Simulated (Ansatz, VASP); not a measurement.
Na in VASP and in Ansatz

```
CELL_PARAMETERS angstrom
-2.14530 2.14530 2.14530
2.14530 -2.14530 2.14530
2.14530 2.14530 -2.14530
ATOMIC_POSITIONS crystal
Na 0.00000 0.00000 0.00000
```

Alike in both runs: task single point; functional r2SCAN; k mesh 10 × 10 × 10; occupations fermi-dirac, width 0.05 eV; no spin polarisation.

```csv
,VASP,Ansatz
version,VASP 6.6.1,Ansatz 0.2.0
potentials or method,"VASP PAW PBE potentials, release 64 (Na_pv), cutoff 520 eV","PAW, plane waves, scalar-relativistic"
valence electrons in the cell,7,9
```

|  | VASP | Ansatz | Ansatz less VASP |
| --- | --- | --- | --- |
| pressure (GPa) | -0.4 | -0.3 | +0.08 |

VASP's potentials were made for PBE, not for r2SCAN. The functional is the same, so the differences come from potentials, cutoffs and numerics. VASP's potentials hold 7 valence electrons a cell and Ansatz's 9, so a difference there can come from the potentials and not from the codes.
